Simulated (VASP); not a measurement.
Set up this calculation in VASP 6.6.1, as the native input.

```
Task                   : single point
Functional             : PBE
Dispersion             : D3(BJ)
Potentials or basis    : VASP PAW PBE potentials, release 64 (Ca_sv, Se)
Cutoff                 : 520 eV
k mesh                 : 8 × 8 × 8
Occupations            : gaussian, width 0.02 eV
Spin                   : no spin polarisation
Dipole correction      : no
Further INCAR settings : ALGO = Normal; EDIFF = 1e-06; NBANDS = 15
```

The structure of CaSe lies in POSCAR:

```
CaSe
1.0
    0.0000000000      2.9353867454      2.9353867454
    2.9353867454      0.0000000000      2.9353867454
    2.9353867454      2.9353867454      0.0000000000
Ca Se
1 1
Direct
    0.0000000000      0.0000000000      0.0000000000
    0.5000000000      0.5000000000      0.5000000000
```

One way to write it, as run:

INCAR

```
ALGO = Normal
EDIFF = 1E-6
ENCUT = 520
GGA = PE
ISIF = 2
ISMEAR = 0
IVDW = 12
LASPH = T
LCHARG = T
LELF = T
LREAL = F
LVHAR = T
LWAVE = F
NBANDS = 15
NELM = 100
PREC = Accurate
SIGMA = 0.02
```

KPOINTS

```
k-points
0
Gamma
  8 8 8
```

Potentials or basis: VASP PAW PBE potentials, release 64 (Ca_sv, Se).

Command:

```sh
$ cat potpaw_PBE.64/Ca_sv/POTCAR potpaw_PBE.64/Se/POTCAR > POTCAR
$ mpirun -np 1 vasp_std > vasp.out
```

Results of the run:

| Item | Value |
| --- | --- |
| Pressure | 0.2 GPa |
| Band gap on the k mesh | 1.97 eV, indirect (least direct gap 2.92 eV) |
| Dispersion energy per atom | -0.362 eV |

Wall time 13 s on 1 thread of AMD EPYC 9R14 (Zen 4), on a shared host, peak memory 0.16 GiB.
